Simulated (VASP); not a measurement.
# Pt (Fmmm) in VASP: a series of runs

Pt is run at these levels: LDA; tasks: single point.

Everything below comes from runs of VASP 6.6.1. Logs are shortened: lines on timing, memory, paths and dates and some standing lists are left out, and cuts for length are marked.

## (1) The cell of the first run

It takes space group Fmmm (No. 69, orthorhombic). Conventional cell: a = 3.572 Å, b = 3.757 Å, c = 3.894 Å, α = 90.00°, β = 90.00°, γ = 90.00°. Pt (site symmetry mmm) has 12 Pt at 2.59 to 2.71 Å within 3.4 Å.

## (2) Single point, LDA (normal strain along x -0.0825, normal strain along z -0.0350)

File INCAR:

```
PREC = Accurate
ENCUT = 520
EDIFF = 1E-7
ISMEAR = 0
SIGMA = 0.15
LREAL = F
LASPH = T
NELM = 80
ALGO = Fast
ISIF = 2
LWAVE = F
LCHARG = F
NBANDS = 11
```

File KPOINTS:

```
regular mesh
0
Gamma
  20 20 20
```

File POSCAR:

```
Pt
1.0
    0.0000000000      1.9468328700      1.8786937196
    1.7862191582      0.0000000000      1.8786937196
    1.7862191582      1.9468328700      0.0000000000
Pt
1
Direct
    0.0000000000      0.0000000000      0.0000000000
```

Potentials or basis: VASP PAW LDA potentials, release 64 (Pt).

Started as:

```sh
cat potpaw_LDA.64/Pt/POTCAR > POTCAR
mpirun -np 1 vasp_std > vasp.out
```

OUTCAR:

```text
PREC = Accurate
   ENCUT = 520
   EDIFF = 1E-7
   ISMEAR = 0
   LREAL = F
   LASPH = T
   NELM = 80
   ISIF = 2

 ion  position               nearest neighbor table
   1  0.000  0.000  0.000-

  LATTYP: Found a face centered orthorhombic cell.
 ALAT       =     3.5724383164
 B/A-ratio  =     1.0517711172
 C/A-ratio  =     1.0899182561

  Lattice vectors:

 A1 = (   0.0000000000,   1.9468328700,  -1.8786937196)
 A2 = (   1.7862191582,   1.9468328700,   0.0000000000)
 A3 = (   1.7862191582,   0.0000000000,  -1.8786937196)

Analysis of symmetry for initial positions (statically):
=====================================================================
 Subroutine PRICEL returns:
 Original cell was already a primitive cell.

 Routine SETGRP: Setting up the symmetry group for a
 face centered orthorhombic supercell.

 Subroutine GETGRP returns: Found  8 space group operations
 (whereof  8 operations were pure point group operations)
 out of a pool of  8 trial point group operations.

The static configuration has the point symmetry D_2h.

Analysis of symmetry for dynamics (positions and initial velocities):
=====================================================================
 Subroutine PRICEL returns:
 Original cell was already a primitive cell.

 Routine SETGRP: Setting up the symmetry group for a
 face centered orthorhombic supercell.

 Subroutine GETGRP returns: Found  8 space group operations
 (whereof  8 operations were pure point group operations)
 out of a pool of  8 trial point group operations.

The dynamic configuration has the point symmetry D_2h.

 Subroutine INISYM returns: Found  8 space group operations
 (whereof  8 operations are pure point group operations),
 and found     1 'primitive' translations

----------------------------------------------------------------------------------------

                                     Primitive cell

  volume of cell :      13.0662

  direct lattice vectors                    reciprocal lattice vectors
     0.000000000  1.946832870  1.878693720    -0.279920858  0.256827388  0.266142371
     1.786219158  0.000000000  1.878693720     0.279920858 -0.256827388  0.266142371
     1.786219158  1.946832870  0.000000000     0.279920858  0.256827388 -0.266142371

  length of vectors
     2.705484858  2.592309583  2.642108458     0.463840226  0.463840226  0.463840226

  position of ions in fractional coordinates (direct lattice)
     0.000000000  0.000000000  0.000000000

  ion indices of the primitive-cell ions
   primitive index   ion index
                 1           1
[... 74 lines left out ...]
   EDIFFG = 0.1E-05   stopping-criterion for IOM
   NSW    =      0    number of steps for IOM
   IBRION =     -1    ionic relax: 0-MD 1-quasi-New 2-CG
   NFREE  =      0    steps in history (QN), initial steepest desc. (CG)
   ISIF   =      2    stress and relaxation
   ISYM   =      2    0-nonsym 1-usesym 2-fastsym
   POTIM  = 0.5000    time-step for ionic-motion
   TEBEG  =    0.0;   TEEND  =   0.0 temperature during run
   PSTRESS=    0.0 pullay stress
   NELECT =      10.0000    total number of electrons
   NUPDOWN=      -1.0000    fix difference up-down
   EMIN   =  10.00;   EMAX   =-10.00  energy-range for DOS
   EFERMI =   0.00;   METHOD = LEGACY
   ISMEAR =     0;   SIGMA  =   0.15  broadening in eV -4-tet -1-fermi 0-gaus
   EFERMI_NEDOS =   21; number of points for ismear=-14 and -15
   IALGO  =     68    algorithm
   IMIX   =      4    mixing-type and parameters
     AMIX     =   0.40;   BMIX     =  1.00
     AMIX_MAG =   1.60;   BMIX_MAG =  1.00
  volume/ion in A,a.u.               =      13.07        88.18
  Fermi-wavevector in a.u.,A,eV,Ry     =   1.497471  2.829810 30.509961  2.242419
  Thomas-Fermi vector in A             =   2.609354
   LORBIT       =      0    0 simple, 1 ext, 2 COOP (PROOUT), +10 PAW based schemes
   GGA     = CA    functional components
   LHFCALC =     F    Hartree Fock is set to
   AEXX    =    0.0000 exact exchange contribution
   IVDW    =     0    specifies the selected vdW correction
   LEPSILON=     F    determine dielectric tensor
   LRPA    =     F    only Hartree local field effects (RPA)
 non-spin polarized calculation
 RMM-DIIS sequential band-by-band and
 Gauss-broadening in eV      SIGMA  =   0.15
  energy-cutoff  :      520.00
  volume of cell :       13.07
 maximum number of plane-waves:       364
   NGX =  9   NGY =  9   NGZ =  9

 number of electron      10.0000001 magnetization

 Free energy of the ion-electron system (eV)
  ---------------------------------------------------
  ext. energy  EPLUGINS =         0.00000000
  ---------------------------------------------------
  free energy    TOTEN  =        -7.23696173 eV

  energy without entropy =       -7.22161236  energy(sigma->0) =       -7.22928704

 E-fermi :  14.1549     XC(G=0): -14.5295

 val. band max:       14.1528396780   @ k =   0.5000   0.0500   0.2500
 cond. band min:      14.1553356348   @ k =  -0.4500   0.1000   0.3500
 fundamental gap:      0.0024959567
 Fermi energy:        14.1549220367

 k-point     1 :       0.0000    0.0000    0.0000
  band No.  band energies     occupation
      1       2.2127      2.00000
      2       8.8138      2.00000
      3       9.3674      2.00000
      4      10.0314      2.00000
      5      11.4399      2.00000
      6      12.7257      2.00000
      7      28.3308      0.00000
      8      32.7231      0.00000
      9      33.7861      0.00000
     10      35.6120      0.00000
     11      40.1757      0.00000
[... 309 lines left out ...]
 k-point    24 :      -0.3500    0.0500    0.0000
  band No.  band energies     occupation
      1       5.2792      2.00000
      2       8.9614      2.00000
      3      10.0736      2.00000
      4      10.5440      2.00000
      5      13.1378      2.00000
      6      14.0322      1.75267
      7      24.4167      0.00000
      8      29.0317      0.00000
      9      34.8483      0.00000
     10      36.9295      0.00000
     11      40.7474      0.00000

 [... further k-points ...]
[... 5 lines left out ...]
  --------------------------------------------------------------------------------------
  -------------------------------------------------------------------------------------
  Total        4.8951301      3.7573516      4.5464879      0.0000000      0.0000000     -0.0000000
  in kB      600.2406902    460.7263230    557.4901860      0.0000000      0.0000000     -0.0000000
  external PRESSURE =     539.4857331 kB  Pullay stress =       0.0000000 kB

 VOLUME and BASIS-vectors are now :
 -----------------------------------------------------------------------------
  energy-cutoff  :      520.00
  volume of cell :       13.07
      direct lattice vectors                 reciprocal lattice vectors
     0.000000000  1.946832870  1.878693720    -0.279920858  0.256827388  0.266142371
     1.786219158  0.000000000  1.878693720     0.279920858 -0.256827388  0.266142371
     1.786219158  1.946832870  0.000000000     0.279920858  0.256827388 -0.266142371

 POSITION                                       TOTAL-FORCE (eV/Angst)
 -----------------------------------------------------------------------------------
      0.00000      0.00000      0.00000         0.000000      0.000000      0.000000
 -----------------------------------------------------------------------------------
    total drift:                                0.000000      0.000000      0.000000

  FREE ENERGIE OF THE ION-ELECTRON SYSTEM (eV)
  ---------------------------------------------------
  free  energy   TOTEN  =        -7.2369617271 eV

  energy  without entropy=       -7.2216123581  energy(sigma->0) =       -7.22928704
```

stdout:

```text
POSCAR found type information on POSCAR Pt
 POSCAR found :  1 types and       1 ions
 scaLAPACK will be used
 LDA part: xc-table for (Slater(with rela. corr.)+CA(PZ))
 , standard interpolation
 POSCAR, INCAR and KPOINTS ok, starting setup
 FFT: planning ... GRIDC
 FFT: planning ... GRID_SOFT
 FFT: planning ... GRID
 WAVECAR not read
 entering main loop
WARNING in EDDRMM: call to ZHEGV failed, returncode =   8  4     11
```

Wall time 3 min (1 thread of Intel Xeon 8259CL, shared host); peak memory 0.27 GiB.

What came out:

```yaml
Free_energy: -7.2370 eV
Pressure: 53.9 GPa
Band_gap_on_the_k_mesh: zero (bands 5 and 6 overlap by 3.37 eV)
```

Caveat: the cell differs from its parent crystal (normal strain along x -0.0825, normal strain along z -0.0350); the stress differs along the axes, from 46 to 60 GPa; spin-orbit coupling is left out, which moves the levels of the heavy elements.

## (3) Single point, LDA (normal strain along x -0.0825, normal strain along z -0.0175)

File INCAR:

```
PREC     = Accurate       # precision mode
ENCUT    = 520            # plane-wave cutoff, eV
EDIFF    = 1E-6           # SCF threshold, eV
ISMEAR   = 0              # smearing method
SIGMA    = 0.15           # smearing width, eV
LREAL    = False          # projectors in reciprocal space
LASPH    = True           # aspherical terms in the spheres
NELM     = 80             # most SCF steps
ALGO     = Fast           # electronic algorithm
ISIF     = 2              # what is computed and relaxed
LWAVE    = False          # write WAVECAR
LCHARG   = True           # write CHGCAR
LELF     = True           # ELF
LVHAR    = True         
NBANDS   = 11             # bands
```

File KPOINTS:

```
Automatic mesh
0
Gamma
  20 20 20
```

File POSCAR:

```
Pt
1.0
    0.0000000000      1.9468328700      1.9127632948
    1.7862191582      0.0000000000      1.9127632948
    1.7862191582      1.9468328700      0.0000000000
Pt
1
Direct
    0.0000000000      0.0000000000      0.0000000000
```

Potentials or basis: VASP PAW LDA potentials, release 64 (Pt).

Started as:

```sh
cat potpaw_LDA.64/Pt/POTCAR > POTCAR
mpirun -np 1 vasp_std > vasp.out
```

It took 4.8 min on 1 thread of Intel Xeon 8259CL, shared host; peak memory 0.28 GiB.

It converged, with:

| Quantity | Value |
| --- | --- |
| Free energy | -7.3105 eV |
| Pressure | 44.1 GPa |
| Band gap on the k mesh | zero (bands 5 and 6 overlap by 3.23 eV) |

Stress tensor (GPa, compression positive):
```
49.95  0.00  0.00
 0.00 38.81  0.00
 0.00  0.00 43.56
```

Levels at points of the mesh, in eV from the Fermi level:
```csv
k point,band 2,band 3,band 4,band 5,band 6,band 7,band 8,band 9
"(0.00, 0.00, 0.00)",-5.08,-4.81,-3.92,-2.65,-1.38,14.28,18.75,19.25
"(0.50, 0.00, 0.00)",-5.28,-4.15,-0.95,-0.20,0.40,6.97,13.68,19.08
"(0.50, 0.50, 0.00)",-8.00,-0.03,0.14,1.11,1.21,9.95,11.64,12.62
"(0.50, 0.00, 0.50)",-8.03,0.05,0.27,0.85,0.96,9.42,12.04,12.84
"(0.00, 0.50, 0.50)",-8.10,0.05,0.56,0.82,2.74,10.72,10.89,11.89
```

Caveat: the cell differs from its parent crystal (normal strain along x -0.0825, normal strain along z -0.0175); the stress differs along the axes, from 39 to 50 GPa; spin-orbit coupling is left out, which moves the levels of the heavy elements.

[end of part 1 of 2]
